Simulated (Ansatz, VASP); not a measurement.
# Fe: VASP beside Ansatz

```
CELL_PARAMETERS angstrom
-1.44550 1.44550 1.44550
1.44550 -1.44550 1.44550
1.44550 1.44550 -1.44550
ATOMIC_POSITIONS crystal
Fe 0.00000 0.00000 0.00000
```

Alike in both runs: task single point; functional PBEsol; k mesh 12 × 12 × 12; occupations fermi-dirac, width 0.1 eV; collinear spin; Hubbard terms Fe d U = 5.3 eV.

|  | VASP | Ansatz |
| --- | --- | --- |
| version | VASP 6.6.1 | Ansatz 0.2.0 |
| potentials or method | VASP PAW PBE potentials, release 64 (Fe_sv), cutoff 690 eV | PAW, plane waves, scalar-relativistic |
| valence electrons in the cell | 16 | 16 |

|  | VASP | Ansatz | Ansatz less VASP |
| --- | --- | --- | --- |
| pressure (GPa) | 8.5 | 5.2 | -3.26 |
| net moment per atom (μB) | 3.02 | 2.82 | -0.197 |
| size of the moment on the site where the two differ most (μB) | 3.21 | 2.90 | -0.301 |

The net moments are unlike, so the other rows may belong to different states. VASP's potentials were made for PBE, not for PBEsol. Site moments also hang on the region over which each program counts them. The programs project onto different local orbitals, so the same U acts differently, and such runs can settle in different states. Ansatz's warnings: filled band counts differ across k points.
